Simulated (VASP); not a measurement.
Input of a VASP 6.6.1 run:

Contents of INCAR:

```
SYSTEM = NaH3
  PREC = Accurate
  ENCUT = 520
  EDIFF = 1E-6
  ISMEAR = 0
  SIGMA = 0.02
  LREAL = .False.
  LASPH = .True.
  NELM = 80
  ALGO = Normal
  ISIF = 2
  LWAVE = .False.
  LCHARG = .False.
  GGA = PE
  NBANDS = 20
```

KPOINTS

```
regular mesh
0
Gamma
  6 6 6
  0 0 0
```

File POSCAR:

```
NaH3
1.0
    6.0879264990     -2.2938453004      1.5764465589
    6.0879264990      2.2938453004      1.5764465589
   -2.5723296043      0.0000000000      3.7668282981
Na H
2 6
Direct
    0.4369250416     -0.0628367964     -0.0543204353
   -0.0628367964      0.4369250416      0.4456795647
    0.7198664582      0.1521497247      0.2691849888
   -0.0623190987      0.4369664885     -0.0534815374
    1.2228270389      0.6564211433      0.6222357140
    0.1521497247      0.7198664582      0.7691849888
    0.6564211433      1.2228270389      1.1222357140
    0.4369664885     -0.0623190987      0.4465184626
```

Potentials or basis: VASP PAW PBE potentials, release 64 (Na_pv, H).

Run with:

```sh
$ cat potpaw_PBE.64/Na_pv/POTCAR potpaw_PBE.64/H/POTCAR > POTCAR
$ mpirun -np 1 vasp_std > vasp.out
```

Question: What does it give for the pressure?

Answer: -0.1 GPa.

Question: Predict the band gap on the k mesh.

Answer: 3.00 eV (least direct gap 3.13 eV).

Question: What does it give for the largest force?

Answer: 0.010 eV/Å.

Forces on the atoms (eV/Å):
```
Na   0.001 -0.001  0.006
Na   0.001  0.001  0.006
H    0.004  0.002 -0.008
H    0.000  0.007 -0.005
H   -0.005  0.002  0.008
H    0.004 -0.002 -0.008
H   -0.005 -0.002  0.008
H    0.000 -0.007 -0.005
```

A k mesh can miss the band edges.
